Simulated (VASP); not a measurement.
Write the native input for VASP 6.6.1 that does the following.

| Property | Result |
| --- | --- |
| Task | single point |
| Functional | LDA |
| Potentials or basis | VASP PAW LDA potentials, release 64 (Ta_pv) |
| Cutoff | 520 eV |
| k mesh | 22 × 22 × 22 |
| Occupations | fermi-dirac, width 0.1 eV |
| Spin | no spin polarisation |
| Dipole correction | no |
| Further INCAR settings | ALGO = Normal; EDIFF = 1e-06; NBANDS = 12 |

The structure of Ta lies in POSCAR:

```
Ta
1.0
   -1.6276710321      1.6276710321      1.6276710321
    1.6276710321     -1.6276710321      1.6276710321
    1.6276710321      1.6276710321     -1.6276710321
Ta
1
Direct
    0.0000000000      0.0000000000      0.0000000000
```

The input as run:

INCAR

```
ALGO = Normal
EDIFF = 1E-6
ENCUT = 520
GGA = CA
ISIF = 2
ISMEAR = -1
LASPH = T
LCHARG = T
LELF = T
LREAL = F
LVHAR = T
LWAVE = F
NBANDS = 12
NELM = 80
PREC = Accurate
SIGMA = 0.1
```

KPOINTS

```
k-points
0
Gamma
  22 22 22
```

Potentials or basis: VASP PAW LDA potentials, release 64 (Ta_pv).

Command:

```bash
$ cat potpaw_LDA.64/Ta_pv/POTCAR > POTCAR
$ mpirun -np 1 vasp_std > vasp.out
```

Results of the run:

```yaml
Pressure: 0.6 GPa
```

It took 19 s on 1 thread of Intel(R) Xeon(R) 6975P-C (Granite Rapids), with other jobs on the host, peak memory 0.18 GiB.
